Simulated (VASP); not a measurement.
A run of VASP 6.6.1 is set up as follows.

The input INCAR:

```
SYSTEM = C
PREC = Accurate
ENCUT = 600
EDIFF = 1E-7
ISMEAR = 0
SIGMA = 0.01
LREAL = .FALSE.
LASPH = .TRUE.
NELM = 120
ALGO = Normal
ISIF = 3
LWAVE = .FALSE.
LCHARG = .FALSE.
GGA = PE
IBRION = 2
NSW = 80
EDIFFG = -0.005
PSTRESS = 20.0
GGA_COMPAT = .FALSE.
NELMIN = 4
```

File KPOINTS:

```
Automatic mesh
0
G
  8 8 8
  0 0 0
```

The input POSCAR:

```
C
1.0
    2.5220660000      0.0000000000      0.0000000000
    1.2610330000      2.1841732260      0.0000000000
    1.2610330000      0.7280577420      2.0592582659
C
2
Direct
    0.0000000000      0.0000000000      0.0000000000
    0.2500000000      0.2500000000      0.2500000000
```

Potentials or basis: VASP PAW PBE potentials, release 64 (C).

The run is started by

```bash
$ cat potpaw_PBE.64/C/POTCAR > POTCAR
$ mpirun -np 1 vasp_std > vasp.out
```

Task: Estimate the space group after relaxing (to 0.05 Å).

Result: Fd-3m (No. 227).

Task: Predict the band gap on the k mesh.

Result: 4.13 eV, indirect (least direct gap 5.59 eV).

Final structure:
```
C
1.0
     2.52164    0.00000    0.00000
     1.26082    2.18381    0.00000
     1.26082    0.72794    2.05891
C
2
Direct
  0.00000 0.00000 0.00000
  0.25000 0.25000 0.25000
```

Caveat: the cell is relaxed towards a set pressure, so the enthalpy falls and the energy may rise. A hybrid or GW would open this gap; PBE tends to underestimate it.
